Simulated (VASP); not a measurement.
# Bi (Im-3m) in VASP: single point with PBE

Aim: the single point of Bi with PBE.

Program: VASP 6.6.1. These are calculated values, not measurements. Logs are shortened: lines on timing, memory, paths and dates and some standing lists are left out, and cuts for length are marked.

## Step 1: The cell of the first run

The structure is cubic, space group Im-3m (No. 229). The conventional cell has a = 4.012 Å, b = 4.012 Å, c = 4.012 Å, α = 90.00°, β = 90.00°, γ = 90.00°. Within 4.6 Å of Bi (site symmetry m-3m) lie 14 Bi at 3.47 to 4.01 Å.

This isn't the form of Bi at room conditions, which is rhombohedral.

## Step 2: Single point, PBE

Contents of INCAR:

```
  PREC = Accurate
  ENCUT = 520
  EDIFF = 1E-6
  ISMEAR = -1
  SIGMA = 0.06122561905347299
  LREAL = False
  LASPH = True
  NELM = 80
  ALGO = Normal
  ISIF = 2
  LWAVE = False
  LCHARG = False
  GGA = PE
  NBANDS = 14
```

Contents of KPOINTS:

```
regular mesh
0
Gamma
  38 38 38
```

Contents of POSCAR:

```
Bi
1.0
   -2.0061313797      2.0061313797      2.0061313797
    2.0061313797     -2.0061313797      2.0061313797
    2.0061313797      2.0061313797     -2.0061313797
Bi
1
Direct
    0.0000000000      0.0000000000      0.0000000000
```

Potentials or basis: VASP PAW PBE potentials, release 64 (Bi_d).

Launch:

```
$ cat potpaw_PBE.64/Bi_d/POTCAR > POTCAR
$ mpirun -np 1 vasp_std > vasp.out
```

OUTCAR:

```text
PREC = Accurate
   ENCUT = 520
   EDIFF = 1E-6
   ISMEAR = -1
   LREAL = False
   LASPH = True
   NELM = 80
   ISIF = 2
   GGA = PE

 ion  position               nearest neighbor table
   1  0.000  0.000  0.000-

  LATTYP: Found a body centered cubic cell.
 ALAT       =     4.0122627594

  Lattice vectors:

 A1 = (  -2.0061313797,   2.0061313797,   2.0061313797)
 A2 = (   2.0061313797,  -2.0061313797,   2.0061313797)
 A3 = (   2.0061313797,   2.0061313797,  -2.0061313797)

Analysis of symmetry for initial positions (statically):
=====================================================================
 Subroutine PRICEL returns:
 Original cell was already a primitive cell.

 Routine SETGRP: Setting up the symmetry group for a
 body centered cubic supercell.

 Subroutine GETGRP returns: Found 48 space group operations
 (whereof 48 operations were pure point group operations)
 out of a pool of 48 trial point group operations.

The static configuration has the point symmetry O_h .

Analysis of symmetry for dynamics (positions and initial velocities):
=====================================================================
 Subroutine PRICEL returns:
 Original cell was already a primitive cell.

 Routine SETGRP: Setting up the symmetry group for a
 body centered cubic supercell.

 Subroutine GETGRP returns: Found 48 space group operations
 (whereof 48 operations were pure point group operations)
 out of a pool of 48 trial point group operations.

The dynamic configuration has the point symmetry O_h .

 Subroutine INISYM returns: Found 48 space group operations
 (whereof 48 operations are pure point group operations),
 and found     1 'primitive' translations

----------------------------------------------------------------------------------------

                                     Primitive cell

  volume of cell :      32.2952

  direct lattice vectors                    reciprocal lattice vectors
    -2.006131380  2.006131380  2.006131380     0.000000000  0.249235920  0.249235920
     2.006131380 -2.006131380  2.006131380     0.249235920  0.000000000  0.249235920
     2.006131380  2.006131380 -2.006131380     0.249235920  0.249235920  0.000000000

  length of vectors
     3.474721476  3.474721476  3.474721476     0.352472818  0.352472818  0.352472818

  position of ions in fractional coordinates (direct lattice)
     0.000000000  0.000000000  0.000000000

  ion indices of the primitive-cell ions
   primitive index   ion index
                 1           1

----------------------------------------------------------------------------------------

 KPOINTS: regular mesh

Automatic generation of k-mesh.
 Grid dimensions read from file:
 generate k-points for:   38   38   38

 Generating k-lattice:

  Cartesian coordinates                     Fractional coordinates (reciprocal lattice)
     0.000000000  0.006558840  0.006558840     0.026315789  0.000000000  0.000000000
     0.006558840  0.000000000  0.006558840     0.000000000  0.026315789  0.000000000
     0.006558840  0.006558840  0.000000000     0.000000000  0.000000000  0.026315789

  Length of vectors
     0.009275600  0.009275600  0.009275600

  Shift w.r.t. Gamma in fractional coordinates (k-lattice)
     0.000000000  0.000000000  0.000000000

 Subroutine IBZKPT returns following result:
 ===========================================

 Found   1440 irreducible k-points:

 Following reciprocal coordinates:
            Coordinates               Weight
  0.000000  0.000000  0.000000      1.000000
  0.026316  0.000000  0.000000     12.000000
  0.052632  0.000000  0.000000     12.000000
  0.078947  0.000000  0.000000     12.000000
  0.105263  0.000000  0.000000     12.000000
  0.131579  0.000000  0.000000     12.000000
[... 16 lines left out ...]
  0.078947  0.026316 -0.000000     48.000000
  0.105263  0.026316  0.000000     48.000000
 [... further k-points ...]
   k-points           NKPTS =   1440   k-points in BZ     NKDIM =   1440   number of bands    NBANDS=     14
   number of dos      NEDOS =    301   number of ions     NIONS =      1
   total plane-waves  NPLWV =  21952
   dimension x,y,z NGX =    28 NGY =   28 NGZ =   28
   dimension x,y,z NGXF=    56 NGYF=   56 NGZF=   56
   ions per type =               1
   NGX,Y,Z   is equivalent  to a cutoff of  13.40, 13.40, 13.40 a.u.
   NGXF,Y,Z  is equivalent  to a cutoff of  26.79, 26.79, 26.79 a.u.
 SYSTEM =  unknown system
   PREC   = accura    normal or accurate (medium, high low for compatibility)
   ISTART =      0    job   : 0-new  1-cont  2-samecut
   ICHARG =      2    charge: 1-file 2-atom 10-const
   ISPIN  =      1    spin polarized calculation?
   LNONCOLLINEAR =      F non collinear calculations
   LSORBIT =      F    spin-orbit coupling
   LASPH  =      T    aspherical Exc in radial PAW
   ENCUT  =  520.0 eV  38.22 Ry    6.18 a.u.   6.46  6.46  6.46*2*pi/ulx,y,z
   NELM   =     80;   NELMIN=  2; NELMDL= -5     # of ELM steps
   EDIFF  = 0.1E-05   stopping-criterion for ELM
   LREAL  =      F    real-space projection
[... 7 lines left out ...]
   TEBEG  =    0.0;   TEEND  =   0.0 temperature during run
   PSTRESS=    0.0 pullay stress
   NELECT =      15.0000    total number of electrons
   NUPDOWN=      -1.0000    fix difference up-down
   EMIN   =  10.00;   EMAX   =-10.00  energy-range for DOS
   EFERMI =   0.00;   METHOD = LEGACY
   ISMEAR =    -1;   SIGMA  =   0.06  broadening in eV -4-tet -1-fermi 0-gaus
   EFERMI_NEDOS =   21; number of points for ismear=-14 and -15
   IALGO  =     38    algorithm
   IMIX   =      4    mixing-type and parameters
     AMIX     =   0.40;   BMIX     =  1.00
     AMIX_MAG =   1.60;   BMIX_MAG =  1.00
  volume/ion in A,a.u.               =      32.30       217.94
  Fermi-wavevector in a.u.,A,eV,Ry     =   1.267825  2.395841 21.869726  1.607380
  Thomas-Fermi vector in A             =   2.400952
   LORBIT       =      0    0 simple, 1 ext, 2 COOP (PROOUT), +10 PAW based schemes
   GGA     = PE    functional components
   LHFCALC =     F    Hartree Fock is set to
   AEXX    =    0.0000 exact exchange contribution
   IVDW    =     0    specifies the selected vdW correction
   LEPSILON=     F    determine dielectric tensor
   LRPA    =     F    only Hartree local field effects (RPA)
 non-spin polarized calculation
  energy-cutoff  :      520.00
  volume of cell :       32.30
 maximum number of plane-waves:       911
 NGX is ok and might be reduce to    28
   NGX = 13   NGY = 13   NGZ = 13

 number of electron      15.0000004 magnetization

 Free energy of the ion-electron system (eV)
  ---------------------------------------------------
  ext. energy  EPLUGINS =         0.00000000
  ---------------------------------------------------
  free energy    TOTEN  =        -3.75815251 eV

  energy without entropy =       -3.74989012  energy(sigma->0) =       -3.75402132

 E-fermi :   7.4511     XC(G=0): -10.1171

 val. band max:        7.4504888969   @ k =   0.3684   0.1316   0.0263
 cond. band min:       7.4525138668   @ k =  -0.2632   0.3684   0.1579
 fundamental gap:      0.0020249699
 Fermi energy:         7.4510574938

 k-point     1 :       0.0000    0.0000    0.0000
  band No.  band energies     occupation
      1     -15.5514      2.00000
      2     -15.5514      2.00000
      3     -15.5514      2.00000
      4     -15.4379      2.00000
      5     -15.4379      2.00000
      6      -5.8090      2.00000
      7      12.3186      0.00000
      8      12.3186      0.00000
      9      12.3186      0.00000
     10      16.1242      0.00000
     11      17.9261      0.00000
     12      17.9261      0.00000
     13      17.9261      0.00000
     14      18.9117      0.00000

 k-point     2 :       0.0263    0.0000    0.0000
  band No.  band energies     occupation
      1     -15.5517      2.00000
      2     -15.5511      2.00000
      3     -15.5502      2.00000
      4     -15.4382      2.00000
      5     -15.4380      2.00000
      6      -5.7969      2.00000
      7      12.1632      0.00000
      8      12.2797      0.00000
      9      12.3083      0.00000
     10      16.2466      0.00000
     11      17.7147      0.00000
     12      17.8099      0.00000
     13      17.8970      0.00000
     14      18.9676      0.00000

 k-point     3 :       0.0526    0.0000    0.0000
  band No.  band energies     occupation
      1     -15.5524      2.00000
      2     -15.5498      2.00000
      3     -15.5466      2.00000
      4     -15.4391      2.00000
      5     -15.4382      2.00000
      6      -5.7608      2.00000
      7      11.7522      0.00000
      8      12.1675      0.00000
      9      12.2774      0.00000
     10      16.5228      0.00000
     11      17.3547      0.00000
     12      17.5632      0.00000
     13      17.8244      0.00000
     14      19.1293      0.00000

 k-point     4 :       0.0789    0.0000    0.0000
  band No.  band energies     occupation
      1     -15.5536      2.00000
      2     -15.5478      2.00000
      3     -15.5405      2.00000
      4     -15.4404      2.00000
      5     -15.4384      2.00000
      6      -5.7006      2.00000
      7      11.1848      0.00000
      8      11.9934      0.00000
      9      12.2264      0.00000
     10      16.5685      0.00000
     11      17.2851      0.00000
     12      17.3055      0.00000
     13      17.7380      0.00000
     14      19.3870      0.00000

 k-point     5 :       0.1053    0.0000    0.0000
  band No.  band energies     occupation
      1     -15.5551      2.00000
      2     -15.5451      2.00000
      3     -15.5322      2.00000
      4     -15.4422      2.00000
      5     -15.4387      2.00000
      6      -5.6168      2.00000
      7      10.5332      0.00000
      8      11.7723      0.00000
      9      12.1563      0.00000
     10      16.2325      0.00000
     11      17.0082      0.00000
     12      17.6637      0.00000
     13      17.6781      0.00000
     14      19.7389      0.00000

 k-point     6 :       0.1316    0.0000    0.0000
  band No.  band energies     occupation
      1     -15.5571      2.00000
      2     -15.5418      2.00000
      3     -15.5219      2.00000
      4     -15.4442      2.00000
      5     -15.4391      2.00000
      6      -5.5096      2.00000
      7       9.8393      0.00000
      8      11.5194      0.00000
      9      12.0685      0.00000
     10      15.8478      0.00000
     11      16.7431      0.00000
     12      17.6181      0.00000
     13      18.0921      0.00000
     14      20.0819      0.00000

 k-point     7 :       0.1579    0.0000    0.0000
  band No.  band energies     occupation
      1     -15.5593      2.00000
      2     -15.5383      2.00000
      3     -15.5098      2.00000
      4     -15.4465      2.00000
      5     -15.4395      2.00000
      6      -5.3797      2.00000
      7       9.1272      0.00000
      8      11.2481      0.00000
      9      11.9657      0.00000
     10      15.4810      0.00000
     11      16.4937      0.00000
     12      17.6102      0.00000
     13      18.4507      0.00000
     14      20.5192      0.00000
[... 205 lines left out ...]
 k-point    20 :       0.5000    0.0000    0.0000
  band No.  band energies     occupation
      1     -15.5858      2.00000
      2     -15.5286      2.00000
      3     -15.4449      2.00000
      4     -15.4440      2.00000
      5     -15.3644      2.00000
      6      -2.9659      2.00000
      7       2.6046      2.00000
      8       8.9671      0.00000
      9      10.8105      0.00000
     10      13.3008      0.00000
     11      14.9334      0.00000
     12      19.6454      0.00000
     13      20.9521      0.00000
     14      23.5229      0.00000

 k-point    21 :       0.0263    0.0263    0.0000
  band No.  band energies     occupation
      1     -15.5517      2.00000
      2     -15.5509      2.00000
      3     -15.5476      2.00000
      4     -15.4388      2.00000
      5     -15.4381      2.00000
      6      -5.7728      2.00000
      7      11.8810      0.00000
      8      12.2284      0.00000
      9      12.2633      0.00000
     10      16.4529      0.00000
     11      17.4612      0.00000
     12      17.5734      0.00000
     13      17.8928      0.00000
     14      19.0611      0.00000

 k-point    22 :       0.0526    0.0263    0.0000
  band No.  band energies     occupation
      1     -15.5525      2.00000
      2     -15.5495      2.00000
      3     -15.5425      2.00000
      4     -15.4399      2.00000
      5     -15.4383      2.00000
      6      -5.7247      2.00000
      7      11.4019      0.00000
      8      12.0878      0.00000
      9      12.2118      0.00000
     10      16.6877      0.00000
     11      17.1630      0.00000
     12      17.3522      0.00000
     13      17.8372      0.00000
     14      19.2486      0.00000

 k-point    23 :       0.0789    0.0263   -0.0000
  band No.  band energies     occupation
      1     -15.5538      2.00000
      2     -15.5472      2.00000
      3     -15.5353      2.00000
      4     -15.4414      2.00000
      5     -15.4386      2.00000
      6      -5.6527      2.00000
      7      10.8059      0.00000
      8      11.8813      0.00000
      9      12.1475      0.00000
     10      16.4774      0.00000
     11      17.0498      0.00000
     12      17.4196      0.00000
     13      17.7850      0.00000
     14      19.4799      0.00000

 k-point    24 :       0.1053    0.0263    0.0000
  band No.  band energies     occupation
      1     -15.5555      2.00000
      2     -15.5442      2.00000
      3     -15.5261      2.00000
      4     -15.4433      2.00000
      5     -15.4389      2.00000
      6      -5.5572      2.00000
      7      10.1456      0.00000
      8      11.6334      0.00000
      9      12.0653      0.00000
     10      16.0963      0.00000
     11      16.8314      0.00000
     12      17.5730      0.00000
     13      17.9662      0.00000
     14      19.7292      0.00000

 [... further k-points ...]
[... 5 lines left out ...]
  --------------------------------------------------------------------------------------
  -------------------------------------------------------------------------------------
  Total       -0.2283811     -0.2283811     -0.2283811     -0.0000000      0.0000000      0.0000000
  in kB      -11.3300705    -11.3300705    -11.3300705     -0.0000000      0.0000000      0.0000000
  external PRESSURE =     -11.3300705 kB  Pullay stress =       0.0000000 kB

 VOLUME and BASIS-vectors are now :
 -----------------------------------------------------------------------------
  energy-cutoff  :      520.00
  volume of cell :       32.30
      direct lattice vectors                 reciprocal lattice vectors
    -2.006131380  2.006131380  2.006131380     0.000000000  0.249235920  0.249235920
     2.006131380 -2.006131380  2.006131380     0.249235920  0.000000000  0.249235920
     2.006131380  2.006131380 -2.006131380     0.249235920  0.249235920  0.000000000

 POSITION                                       TOTAL-FORCE (eV/Angst)
 -----------------------------------------------------------------------------------
      0.00000      0.00000      0.00000        -0.000000     -0.000000      0.000000
 -----------------------------------------------------------------------------------
    total drift:                               -0.000000     -0.000000     -0.000000

  FREE ENERGIE OF THE ION-ELECTRON SYSTEM (eV)
  ---------------------------------------------------
  free  energy   TOTEN  =        -3.7581525144 eV

  energy  without entropy=       -3.7498901211  energy(sigma->0) =       -3.75402132
```

It took 6.3 min on 1 thread of Intel Xeon Platinum 8259CL at 2.50GHz (Skylake/Cascade Lake), shared host; peak memory 0.65 GiB.

What came out:

- Free energy: -3.7582 eV
- Pressure: -1.1 GPa
- Band gap on the k mesh: zero (an odd number of electrons rules out a gap without spin polarisation)

Levels at points of the mesh, in eV from the Fermi level:
```tsv
k point	band 4	band 5	band 6	band 7	band 8	band 9	band 10	band 11
(0.00, 0.00, 0.00)	-22.89	-22.89	-13.26	4.87	4.87	4.87	8.67	10.48
(0.50, 0.00, 0.00)	-22.90	-22.82	-10.42	-4.85	1.52	3.36	5.85	7.48
(0.50, 0.50, 0.50)	-22.83	-22.83	-8.47	-1.71	-1.71	-1.71	3.58	3.58
```

Caveat: spin-orbit coupling is left out, which moves the levels of the heavy elements.
